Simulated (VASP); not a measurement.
# Mo3Ru (Fm-3m) in VASP: a series of runs

The runs below take Mo3Ru through relaxation of cell and atoms, single point, with PBE.

All numbers are computed with VASP 6.6.1; they aren't measurements. Logs are shortened: lines on timing, memory, paths and dates and some standing lists are left out, and cuts for length are marked.

**1. The cell of the first run**

The structure is cubic, space group Fm-3m (No. 225). Conventional cell: a = 6.458 Å, b = 6.458 Å, c = 6.458 Å, α = 90.00°, β = 90.00°, γ = 90.00°. Within 3.7 Å of Mo (site symmetry -43m) lie 10 Mo at 2.80 to 3.23 Å and 4 Ru at 2.80 Å. Within 3.7 Å of Mo (site symmetry m-3m) lie 8 Mo at 2.80 Å and 6 Ru at 3.23 Å. Ru (site symmetry m-3m) has 14 Mo at 2.80 to 3.23 Å within 3.7 Å.

**2. Relaxation of cell and atoms, PBE**

Input file INCAR:

```
SYSTEM = Mo3Ru
  ALGO = Fast
  EDIFF = 1E-6
  EDIFFG = -0.04
  ENCUT = 600
  GGA = PE
  IBRION = 2
  ISIF = 3
  ISMEAR = 0
  LASPH = .TRUE.
  LCHARG = .FALSE.
  LREAL = .FALSE.
  LWAVE = .FALSE.
  NELM = 100
  NSW = 90
  PREC = Accurate
  SIGMA = 0.1
```

Input file KPOINTS:

```
k-points
0
G
  6 6 6
  0 0 0
```

Input file POSCAR:

```
Mo3Ru
1.0
    0.0000000000      3.2291133200      3.2291133200
    3.2291133200      0.0000000000      3.2291133200
    3.2291133200      3.2291133200      0.0000000000
Mo Ru
3 1
Direct
    0.7500000000      0.7500000000      0.7500000000
    0.2500000000      0.2500000000      0.2500000000
    0.0000000000      0.0000000000      0.0000000000
    0.5000000000      0.5000000000      0.5000000000
```

Potentials or basis: VASP PAW PBE potentials, release 64 (Mo_sv, Ru_pv).

On the command line:

```sh
cat potpaw_PBE.64/Mo_sv/POTCAR potpaw_PBE.64/Ru_pv/POTCAR > POTCAR
mpirun -np 1 vasp_std > vasp.out
```

OUTCAR:

```text
SYSTEM = Mo3Ru
   EDIFF = 1E-6
   EDIFFG = -0.04
   ENCUT = 600
   GGA = PE
   IBRION = 2
   ISIF = 3
   ISMEAR = 0
   LASPH = .TRUE.
   LREAL = .FALSE.
   NELM = 100
   NSW = 90
   PREC = Accurate

 ion  position               nearest neighbor table
   1  0.750  0.750  0.750-   4 2.80   4 2.80   4 2.80   3 2.80   4 2.80   3 2.80   3 2.80   3 2.80
                             2 3.23   2 3.23   2 3.23   2 3.23   2 3.23   2 3.23
   2  0.250  0.250  0.250-   3 2.80   3 2.80   3 2.80   3 2.80   4 2.80   4 2.80   4 2.80   4 2.80
                             1 3.23   1 3.23   1 3.23   1 3.23   1 3.23   1 3.23
   3  0.000  0.000  0.000-   1 2.80   1 2.80   1 2.80   1 2.80   2 2.80   2 2.80   2 2.80   2 2.80
                             4 3.23   4 3.23   4 3.23   4 3.23   4 3.23   4 3.23
   4  0.500  0.500  0.500-   2 2.80   2 2.80   2 2.80   1 2.80   2 2.80   1 2.80   1 2.80   1 2.80
                             3 3.23   3 3.23   3 3.23   3 3.23   3 3.23   3 3.23

  LATTYP: Found a face centered cubic cell.
 ALAT       =     6.4582266400

  Lattice vectors:

 A1 = (   0.0000000000,   3.2291133200,   3.2291133200)
 A2 = (   3.2291133200,   0.0000000000,   3.2291133200)
 A3 = (   3.2291133200,   3.2291133200,   0.0000000000)

Analysis of symmetry for initial positions (statically):
[... 5 lines left out ...]
 face centered cubic supercell.

 Subroutine GETGRP returns: Found 48 space group operations
 (whereof 48 operations were pure point group operations)
 out of a pool of 48 trial point group operations.

The static configuration has the point symmetry O_h .

Analysis of symmetry for dynamics (positions and initial velocities):
[... 5 lines left out ...]
 face centered cubic supercell.

 Subroutine GETGRP returns: Found 48 space group operations
 (whereof 48 operations were pure point group operations)
 out of a pool of 48 trial point group operations.

The dynamic configuration has the point symmetry O_h .

 Subroutine INISYM returns: Found 48 space group operations
 (whereof 48 operations are pure point group operations),
 and found     1 'primitive' translations

----------------------------------------------------------------------------------------

                                     Primitive cell

  volume of cell :      67.3410

  direct lattice vectors                    reciprocal lattice vectors
     0.000000000  3.229113320  3.229113320    -0.154841268  0.154841268  0.154841268
     3.229113320  0.000000000  3.229113320     0.154841268 -0.154841268  0.154841268
     3.229113320  3.229113320  0.000000000     0.154841268  0.154841268 -0.154841268

  length of vectors
     4.566655852  4.566655852  4.566655852     0.268192943  0.268192943  0.268192943

  position of ions in fractional coordinates (direct lattice)
     0.750000000  0.750000000  0.750000000
     0.250000000  0.250000000  0.250000000
     0.000000000  0.000000000  0.000000000
     0.500000000  0.500000000  0.500000000

  ion indices of the primitive-cell ions
   primitive index   ion index
                 1           1
                 2           2
                 3           3
                 4           4

----------------------------------------------------------------------------------------

 KPOINTS: k-points

Automatic generation of k-mesh.
 Grid dimensions read from file:
 generate k-points for:    6    6    6

 Generating k-lattice:

  Cartesian coordinates                     Fractional coordinates (reciprocal lattice)
    -0.025806878  0.025806878  0.025806878     0.166666667  0.000000000  0.000000000
     0.025806878 -0.025806878  0.025806878     0.000000000  0.166666667  0.000000000
     0.025806878  0.025806878 -0.025806878     0.000000000  0.000000000  0.166666667

  Length of vectors
     0.044698824  0.044698824  0.044698824

  Shift w.r.t. Gamma in fractional coordinates (k-lattice)
     0.000000000  0.000000000  0.000000000

 Subroutine IBZKPT returns following result:
 ===========================================

 Found     16 irreducible k-points:

 Following reciprocal coordinates:
            Coordinates               Weight
  0.000000  0.000000  0.000000      1.000000
  0.166667  0.000000  0.000000      8.000000
  0.333333  0.000000  0.000000      8.000000
  0.500000  0.000000  0.000000      4.000000
  0.166667  0.166667  0.000000      6.000000
  0.333333  0.166667  0.000000     24.000000
[... 8 lines left out ...]
 -0.333333  0.333333  0.166667     24.000000
 -0.333333  0.500000  0.166667     12.000000
   k-points           NKPTS =     16   k-points in BZ     NKDIM =     16   number of bands    NBANDS=     33
   number of dos      NEDOS =    301   number of ions     NIONS =      4
   total plane-waves  NPLWV =  46656
   dimension x,y,z NGX =    36 NGY =   36 NGZ =   36
   dimension x,y,z NGXF=    72 NGYF=   72 NGZF=   72
   ions per type =               3   1
   NGX,Y,Z   is equivalent  to a cutoff of  13.11, 13.11, 13.11 a.u.
   NGXF,Y,Z  is equivalent  to a cutoff of  26.21, 26.21, 26.21 a.u.
 SYSTEM =  Mo3Ru
   PREC   = accura    normal or accurate (medium, high low for compatibility)
   ISTART =      0    job   : 0-new  1-cont  2-samecut
   ICHARG =      2    charge: 1-file 2-atom 10-const
   ISPIN  =      1    spin polarized calculation?
   LNONCOLLINEAR =      F non collinear calculations
   LSORBIT =      F    spin-orbit coupling
   LASPH  =      T    aspherical Exc in radial PAW
   ENCUT  =  600.0 eV  44.10 Ry    6.64 a.u.   9.12  9.12  9.12*2*pi/ulx,y,z
   NELM   =    100;   NELMIN=  2; NELMDL= -5     # of ELM steps
   EDIFF  = 0.1E-05   stopping-criterion for ELM
   LREAL  =      F    real-space projection
   EDIFFG = -.4E-01   stopping-criterion for IOM
   NSW    =     90    number of steps for IOM
   IBRION =      2    ionic relax: 0-MD 1-quasi-New 2-CG
   NFREE  =      1    steps in history (QN), initial steepest desc. (CG)
   ISIF   =      3    stress and relaxation
   ISYM   =      2    0-nonsym 1-usesym 2-fastsym
   POTIM  = 0.5000    time-step for ionic-motion
   TEBEG  =    0.0;   TEEND  =   0.0 temperature during run
   PSTRESS=    0.0 pullay stress
   NELECT =      56.0000    total number of electrons
   NUPDOWN=      -1.0000    fix difference up-down
   EMIN   =  10.00;   EMAX   =-10.00  energy-range for DOS
   EFERMI =   0.00;   METHOD = LEGACY
   ISMEAR =     0;   SIGMA  =   0.10  broadening in eV -4-tet -1-fermi 0-gaus
   EFERMI_NEDOS =   21; number of points for ismear=-14 and -15
   IALGO  =     68    algorithm
   IMIX   =      4    mixing-type and parameters
     AMIX     =   0.40;   BMIX     =  1.00
     AMIX_MAG =   1.60;   BMIX_MAG =  1.00
  volume/ion in A,a.u.               =      16.84       113.61
  Fermi-wavevector in a.u.,A,eV,Ry     =   1.539492  2.909219 32.246310  2.370037
  Thomas-Fermi vector in A             =   2.645713
   LORBIT       =      0    0 simple, 1 ext, 2 COOP (PROOUT), +10 PAW based schemes
   GGA     = PE    functional components
   LHFCALC =     F    Hartree Fock is set to
   AEXX    =    0.0000 exact exchange contribution
   IVDW    =     0    specifies the selected vdW correction
   LEPSILON=     F    determine dielectric tensor
   LRPA    =     F    only Hartree local field effects (RPA)
 conjugate gradient relaxation of ions
 non-spin polarized calculation
 RMM-DIIS sequential band-by-band and
 Gauss-broadening in eV      SIGMA  =   0.10
  energy-cutoff  :      600.00
  volume of cell :       67.34
 maximum number of plane-waves:      2272
   NGX = 19   NGY = 19   NGZ = 19

--------------------------------------- Ionic step        1  -------------------------------------------

 number of electron      56.0000001 magnetization

 Free energy of the ion-electron system (eV)
  ---------------------------------------------------
  ext. energy  EPLUGINS =         0.00000000
  ---------------------------------------------------
  free energy    TOTEN  =       -40.99073832 eV

  energy without entropy =      -40.96876905  energy(sigma->0) =      -40.97975368

------------------------ aborting loop because EDIFF is reached ----------------------------------------

  FORCE on cell =-STRESS in cart. coord.  units (eV):
  Direction    XX          YY          ZZ          XY          YZ          ZX
  --------------------------------------------------------------------------------------
  -------------------------------------------------------------------------------------
  Total       -8.1183018     -8.1183018     -8.1183018      0.0000000      0.0000000      0.0000000
  in kB     -193.1505378   -193.1505378   -193.1505378      0.0000000      0.0000000      0.0000000
  external PRESSURE =    -193.1505378 kB  Pullay stress =       0.0000000 kB

 VOLUME and BASIS-vectors are now :
 -----------------------------------------------------------------------------
  energy-cutoff  :      600.00
  volume of cell :       67.34
      direct lattice vectors                 reciprocal lattice vectors
     0.000000000  3.229113320  3.229113320    -0.154841268  0.154841268  0.154841268
     3.229113320  0.000000000  3.229113320     0.154841268 -0.154841268  0.154841268
     3.229113320  3.229113320  0.000000000     0.154841268  0.154841268 -0.154841268
[... 115 lines left out ...]
 POSITION                                       TOTAL-FORCE (eV/Angst)
 -----------------------------------------------------------------------------------
      4.70445      4.70445      4.70445         0.000000      0.000000      0.000000
      1.56815      1.56815      1.56815        -0.000000     -0.000000     -0.000000
      3.13630      3.13630      6.27260        -0.000000      0.000000     -0.000000
      3.13630      3.13630      3.13630        -0.000000      0.000000     -0.000000
 -----------------------------------------------------------------------------------
    total drift:                                0.000000      0.000000      0.000000

  FREE ENERGIE OF THE ION-ELECTRON SYSTEM (eV)
  ---------------------------------------------------
  free  energy   TOTEN  =       -41.3653077133 eV

  energy  without entropy=      -41.3406805906  energy(sigma->0) =      -41.35299415

--------------------------------------- Ionic step        5  -------------------------------------------

 number of electron      55.9999998 magnetization

 Free energy of the ion-electron system (eV)
  ---------------------------------------------------
  ext. energy  EPLUGINS =         0.00000000
  ---------------------------------------------------
  free energy    TOTEN  =       -41.36544508 eV

  energy without entropy =      -41.34070587  energy(sigma->0) =      -41.35307547

 E-fermi :  12.5069     XC(G=0): -13.4497

 val. band max:       12.4820461175   @ k =  -0.3333   0.3333   0.0000
 cond. band min:      12.5191902951   @ k =   0.3333   0.1667   0.0000
 fundamental gap:      0.0371441776
 Fermi energy:        12.5068637208

 k-point     1 :       0.0000    0.0000    0.0000
  band No.  band energies     occupation
      1     -48.8747      2.00000
      2     -48.7392      2.00000
      3     -48.4066      2.00000
      4     -30.6835      2.00000
      5     -30.6835      2.00000
      6     -30.6835      2.00000
[... 587 lines left out ...]
 POSITION                                       TOTAL-FORCE (eV/Angst)
 -----------------------------------------------------------------------------------
      4.70145      4.70145      4.70145        -0.000000     -0.000000      0.000000
      1.56715      1.56715      1.56715         0.000000      0.000000     -0.000000
      0.00000      0.00000      0.00000         0.000000     -0.000000     -0.000000
      3.13430      3.13430      3.13430         0.000000     -0.000000     -0.000000
 -----------------------------------------------------------------------------------
    total drift:                                0.000000      0.000000      0.000000

  FREE ENERGIE OF THE ION-ELECTRON SYSTEM (eV)
  ---------------------------------------------------
  free  energy   TOTEN  =       -41.3654450804 eV

  energy  without entropy=      -41.3407058664  energy(sigma->0) =      -41.35307547

 reached required accuracy - stopping structural energy minimisation
```

Run time: 97 s. Hardware: 1 thread of Intel Xeon 6975P-C (Granite Rapids), shared host; peak memory 0.23 GiB.

What came out:

- Free energy: -41.3654 eV
- Relaxed volume: 15.40 Å³/atom
- Relaxed cell: a = 4.433 Å, b = 4.433 Å, c = 4.433 Å, α = 60.00°, β = 60.00°, γ = 60.00°
- Space group after relaxing (to 0.05 Å): Fm-3m (No. 225)
- Energy gained by relaxing: 93.7 meV/atom
- Ionic steps: 5
- Pressure after relaxing: 0.1 GPa
- Band gap on the k mesh: zero (band 28 reaches 13.01 eV, above the bottom of band 29 at 12.16 eV)

Step by step:
```
step  energy change (eV)  largest force (eV/Å)  pressure (GPa)  volume (Å³)
   1              0.0000                0.0000          -19.32        67.34
   2              2.4917                0.0000           92.08        49.43
   3             -0.3725                0.0000           -1.72        62.01
   4             -0.3746                0.0000           -0.48        61.70
   5             -0.3747                0.0000            0.07        61.58
```

Final structure:
```yaml
crystal:
  lattice:
    - [0.00000, 3.13430, 3.13430]
    - [3.13430, 0.00000, 3.13430]
    - [3.13430, 3.13430, 0.00000]
  atoms:
    - { symbol: Mo, position: [0.75000, 0.75000, 0.75000] }
    - { symbol: Mo, position: [0.25000, 0.25000, 0.25000] }
    - { symbol: Mo, position: [0.00000, 0.00000, 0.00000] }
    - { symbol: Ru, position: [0.50000, 0.50000, 0.50000] }
```

**3. Single point, PBE, collinear spin, ferromagnetic start**

This run uses another cell than the first one, of 15.38 Å³/atom, 0.914 times its volume.

Input file INCAR:

```
  PREC = Accurate
  ENCUT = 520
  EDIFF = 1E-6
  ISMEAR = 0
  SIGMA = 0.1
  LREAL = F
  LASPH = T
  NELM = 150
  ALGO = Normal
  ISIF = 2
  LWAVE = F
  LCHARG = F
  ISPIN = 2
  MAGMOM = 1 1 1 1
  LORBIT = 11
  LMAXMIX = 4
  GGA = PE
  NBANDS = 40
```

Input file KPOINTS:

```
regular mesh
0
Gamma
  6 6 6
```

Input file POSCAR:

```
Mo3Ru
1.0
    0.0000000000      3.1334805772      3.1334805772
    3.1334805772      0.0000000000      3.1334805772
    3.1334805772      3.1334805772      0.0000000000
Mo Ru
3 1
Direct
    0.7500000000      0.7500000000      0.7500000000
    0.2500000000      0.2500000000      0.2500000000
    0.0000000000      0.0000000000      0.0000000000
    0.5000000000      0.5000000000      0.5000000000
```

Potentials or basis: VASP PAW PBE potentials, release 64 (Mo_sv, Ru_pv).

On the command line:

```sh
cat potpaw_PBE.64/Mo_sv/POTCAR potpaw_PBE.64/Ru_pv/POTCAR > POTCAR
mpirun -np 1 vasp_std > vasp.out
```

It took 40 s on 1 thread of Intel Xeon 6975P-C (Granite Rapids), shared host; peak memory 0.27 GiB.

The run converged. Its results:

```yaml
Free_energy: -41.3596 eV
Pressure: 0.3 GPa
Band_gap_on_the_k_mesh: zero (filled and empty bands overlap)
Net_moment: 0.00 μB per cell
Valence_electrons_inside_the_program's_atomic_spheres: Mo 12.42, 12.54; Ru 12.62
```

Levels at points of the mesh, in eV from the Fermi level:
Spin up:
```tsv
k point	band 25	band 26	band 27	band 28	band 29	band 30	band 31	band 32
(0.00, 0.00, 0.00)	-1.75	-1.75	-1.75	0.27	0.27	2.02	2.02	2.31
(0.50, 0.00, 0.00)	-2.95	-2.91	-2.91	0.50	0.50	1.21	1.21	1.67
(0.50, 0.50, 0.00)	-1.41	-0.81	-0.81	-0.42	0.54	0.78	1.22	1.37
```
Spin down:
| k point | band 25 | band 26 | band 27 | band 28 | band 29 | band 30 | band 31 | band 32 |
| --- | --- | --- | --- | --- | --- | --- | --- | --- |
| (0.00, 0.00, 0.00) | -1.75 | -1.75 | -1.75 | 0.27 | 0.27 | 2.02 | 2.02 | 2.31 |
| (0.50, 0.00, 0.00) | -2.95 | -2.91 | -2.91 | 0.51 | 0.51 | 1.21 | 1.21 | 1.67 |
| (0.50, 0.50, 0.00) | -1.41 | -0.81 | -0.81 | -0.42 | 0.54 | 0.78 | 1.22 | 1.37 |

**4. Relaxation of cell and atoms, PBE**

This run uses another cell than the first one, of 15.38 Å³/atom, 0.914 times its volume.

Input file INCAR:

```
SYSTEM = Mo3Ru
  PREC = Accurate
  ENCUT = 600
  EDIFF = 1E-6
  ISMEAR = 0
  SIGMA = 0.1
  LREAL = .False.
  LASPH = .True.
  NELM = 60
  ALGO = Fast
  ISIF = 3
  LWAVE = .False.
  LCHARG = .False.
  GGA = PE
  IBRION = 2
  NSW = 100
  EDIFFG = -0.01
```

Input file KPOINTS:

```
Automatic mesh
0
Gamma
  12 12 12
  0 0 0
```

POSCAR is that of step 3.

On the command line:

```sh
cat potpaw_PBE.64/Mo_sv/POTCAR potpaw_PBE.64/Ru_pv/POTCAR > POTCAR
mpirun -np 1 vasp_std > vasp.out
```

Wall time 90 s (1 thread of Intel Xeon 6975P-C (Granite Rapids), shared host); peak memory 0.31 GiB.

Results (log left out):

| Property | Result |
| --- | --- |
| Free energy | -41.3670 eV |
| Pressure after relaxing | 0.0 GPa |
| Band gap on the k mesh | zero (band 28 reaches 13.03 eV, above the bottom of band 29 at 12.18 eV) |

Final structure:
```
Mo Ru
1.0
     0.00000    3.13348    3.13348
     3.13348    0.00000    3.13348
     3.13348    3.13348    0.00000
Mo Ru
3 1
Direct
  0.75000 0.75000 0.75000
  0.25000 0.25000 0.25000
  0.00000 0.00000 0.00000
  0.50000 0.50000 0.50000
```

Levels at points of the mesh, in eV from the Fermi level:
```csv
k point,band 25,band 26,band 27,band 28,band 29,band 30,band 31,band 32
"(0.00, 0.00, 0.00)",-1.78,-1.78,-1.78,0.24,0.24,1.98,1.98,2.29
"(0.50, 0.00, 0.00)",-2.98,-2.94,-2.94,0.48,0.48,1.18,1.18,1.64
"(0.50, 0.50, 0.00)",-1.44,-0.83,-0.83,-0.45,0.51,0.75,1.34,1.34
```

Caveat: the relaxation stopped at its first step, so nothing moved.

**5. The runs side by side**

```csv
task,spin,cell,k mesh,cutoff (eV),gap on the mesh (eV),pressure (GPa)
relaxation of cell and atoms,off,"relaxed from a = 4.567 Å, angles 60.0°, 4 atoms",6 × 6 × 6,600,none,0.1
single point,"collinear, ferromagnetic start","a = 4.431 Å, angles 60.0°, 4 atoms",6 × 6 × 6,520,none,0.3
relaxation of cell and atoms,off,"relaxed from a = 4.431 Å, angles 60.0°, 4 atoms",12 × 12 × 12,600,none,0.0
```

Alike in all rows: level PBE; potentials or basis VASP PAW PBE potentials, release 64 (Mo_sv, Ru_pv); smearing gaussian 0.1 eV.

Caveats: the relaxation stopped at its first step, so nothing moved (some runs).

Absolute energies hang on the potentials; compare differences alone.
